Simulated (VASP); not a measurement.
# TaN: single point with PBEsol

Crystal: TaN.

```xyz
2
Lattice="0.0000 2.2335 2.2335 2.2335 0.0000 2.2335 2.2335 2.2335 0.0000" Properties=species:S:1:pos:R:3 pbc="T T T"
Ta    2.2335    2.2335    2.2335
N     0.0000    0.0000    0.0000
```

This cell differs from its parent crystal: strain +0.025 along x and y, +0.025 along z.

| Quantity | Value |
| --- | --- |
| Program | VASP 6.6.1 |
| Task | single point |
| Functional | PBEsol |
| Potentials or basis | VASP PAW PBE potentials, release 64 (Ta_pv, N) |
| Cutoff | 520 eV |
| k mesh | 18 × 18 × 18 |
| Occupations | gaussian, width 0.15 eV |
| Spin | no spin polarisation |

| Property | Result |
| --- | --- |
| Pressure | -18.5 GPa |
| Band gap on the k mesh | zero (bands 8 and 9 overlap by 3.77 eV) |

Levels at points of the mesh, in eV from the Fermi level:
| k point | band 6 | band 7 | band 8 | band 9 | band 10 | band 11 |
| --- | --- | --- | --- | --- | --- | --- |
| (0.00, 0.00, 0.00) | -3.66 | -3.66 | -2.00 | -2.00 | -2.00 | 0.01 |
| (0.50, 0.00, 0.00) | -7.25 | -7.25 | 1.76 | 1.76 | 1.86 | 3.65 |
| (0.50, 0.50, 0.00) | -5.18 | -4.50 | -4.50 | 1.94 | 3.30 | 3.30 |

It took 63 s on 1 thread of Intel Xeon 8259CL, with other jobs on the host, peak memory 0.19 GiB.

Caveat: the cell differs from its parent crystal (strain +0.025 along x and y, +0.025 along z); the cell stands under tension; the PAW data sets were made with another functional, which shifts forces and pressure a little; spin-orbit coupling is left out, which moves the levels of the heavy elements.
